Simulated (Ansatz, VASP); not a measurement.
# PtPb: VASP beside Ansatz

File INCAR:

```
SYSTEM = PtPb
PREC = Accurate ; ENCUT = 520
EDIFF = 1E-8 ; ISMEAR = -1
SIGMA = 0.05 ; LREAL = .False.
LASPH = .True. ; NELM = 60
ALGO = Normal ; ISIF = 2
LWAVE = .False. ; LCHARG = .False.
GGA = CA ; LEFG = .True.
NBANDS = 32
```

Contents of KPOINTS:

```
regular mesh
0
Gamma
  10 10 7
  0 0 0
```

Contents of POSCAR:

```
PtPb
1.0
    4.1632418248      0.0000000000      0.0000000000
   -2.0816209124      3.6054731824      0.0000000000
    0.0000000000      0.0000000000      5.3446218092
Pt Pb
2 2
Direct
    0.3333333333      0.6666666667      0.2500000000
    0.6666666667      0.3333333333      0.7500000000
    0.0000000000      0.0000000000      0.0000000000
    0.0000000000      0.0000000000      0.5000000000
```

Input for Ansatz:

```yaml
crystal:
  lattice:
    - [4.1632418248, 0.0, 0.0]
    - [-2.0816209124, 3.6054731824, 0.0]
    - [0.0, 0.0, 5.3446218092]
  atoms:
    - { symbol: Pt, position: [0.3333333333, 0.6666666667, 0.25] }
    - { symbol: Pt, position: [0.6666666667, 0.3333333333, 0.75] }
    - { symbol: Pb, position: [0.0, 0.0, 0.0] }
    - { symbol: Pb, position: [0.0, 0.0, 0.5] }
kpoints:
  mp_grid: { grid: [10, 10, 7] }
scf:
  occupations: { method: fermi_dirac, width: 0.05 }
hamiltonian:
  xc: lda
  pseudopotentials: { kind: all_electron, datasets: crystal }
output:
  forces: true
  stress: true
  eigenvalues: true
  efg: { contact_densities: true }
```

Change from the starting cell: volume scaled by 0.94, crystal datasets.

Alike in both runs: task electric field gradients; functional LDA; k mesh 10 × 10 × 7; occupations fermi-dirac, width 0.05 eV; no spin polarisation.

|  | VASP | Ansatz |
| --- | --- | --- |
| version | VASP 6.6.1 | Ansatz 0.2.0 |
| potentials or method | VASP PAW LDA potentials, release 64 (Pt, Pb_d), cutoff 520 eV | all-electron PAW with datasets made for the crystal, scalar-relativistic |

Ansatz gave:

```
pressure (GPa)                                                : 16.1
traceless stress, the component that is largest in VASP (GPa) : 20.41
size of Vzz on the site where it differs most (V/Å²)          : 93.7
```

**Question.** What did VASP give for the same quantities?

**Answer.** Pressure (GPa): 16.6; traceless stress, the component that is largest in VASP (GPa): 20.38; size of Vzz on the site where it differs most (V/Å²): 8.5.

LDA's correlation is that of Perdew and Zunger in VASP and of Perdew and Wang (1992) in Ansatz. One of these differences is far larger than is usual between the two programs; its cause wasn't traced. Ansatz ran all-electron here, and VASP with PAW potentials.

Neither program's run includes spin-orbit coupling.
